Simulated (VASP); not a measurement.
A run of VASP 6.6.1 is set up as follows.

The input INCAR:

```
PREC = Accurate
ENCUT = 520
EDIFF = 1E-6
ISMEAR = 1
SIGMA = 0.2
LREAL = False
LASPH = True
NELM = 100
ALGO = Normal
ISIF = 2
LWAVE = False
LCHARG = True
GGA = CA
LELF = True
LVHAR = True
NBANDS = 19
```

File KPOINTS:

```
Automatic mesh
0
Gamma
  13 13 7
```

Contents of POSCAR:

```
Ti
1.0
    2.8638698861      0.0000000000      0.0000000000
   -1.4319349430      2.4801840745      0.0000000000
    0.0000000000      0.0000000000      4.5399943151
Ti
2
Direct
    0.3333333333      0.6666666667      0.2500000000
    0.6666666667      0.3333333333      0.7500000000
```

Potentials or basis: VASP PAW LDA potentials, release 64 (Ti_sv).

Run with:

```sh
$ cat potpaw_LDA.64/Ti_sv/POTCAR > POTCAR
$ mpirun -np 1 vasp_std > vasp.out
```

(1) Predict the pressure.

(2) What does it give for the band gap on the k mesh?

## Answers

(1) -0.3 GPa.

(2) zero (band 12 reaches 9.68 eV, above the bottom of band 13 at 8.59 eV).
